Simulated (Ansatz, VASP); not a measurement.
## WSe2 in VASP and in Ansatz

```
Se W
1.0
     3.27902    0.00000    0.00000
    -1.63951    2.83971    0.00000
     0.00000    0.00000   31.15729
Se W
6 3
Direct
  0.66667 0.33333 0.24071
  0.66667 0.33333 0.34884
  0.33333 0.66667 0.44594
  0.33333 0.66667 0.55406
  0.66667 0.33333 0.65116
  0.66667 0.33333 0.75929
  0.33333 0.66667 0.29478
  0.66667 0.33333 0.50000
  0.33333 0.66667 0.70522
```

Alike in both runs: task single point; functional PBE; dispersion D3(BJ); k mesh 9 × 9 × 1; occupations gaussian, width 0.05 eV; no spin polarisation.

|  | VASP | Ansatz |
| --- | --- | --- |
| version | VASP 6.6.1 | Ansatz 0.2.0 |
| potentials or method | VASP PAW PBE potentials, release 64 (Se, W_sv), cutoff 520 eV | scalar-relativistic, plane waves, PAW |
| valence electrons in the cell | 78 | 138 |

VASP gave:

| Item | Value |
| --- | --- |
| gap on the k mesh at the Fermi level (eV) | 1.19 |
| least direct gap on the mesh (eV) | 1.60 |
| rms of the force components (eV/Å) | 0.031 |

Q: Estimate Ansatz's values.

A: gap on the k mesh at the Fermi level (eV): 1.19; least direct gap on the mesh (eV): 1.60; rms of the force components (eV/Å): 0.010.

VASP's potentials hold 78 valence electrons a cell and Ansatz's 138, so a difference there can come from the potentials and not from the codes. Ansatz's warnings: xc potential rough in thin density.

Spin-orbit coupling is off throughout.
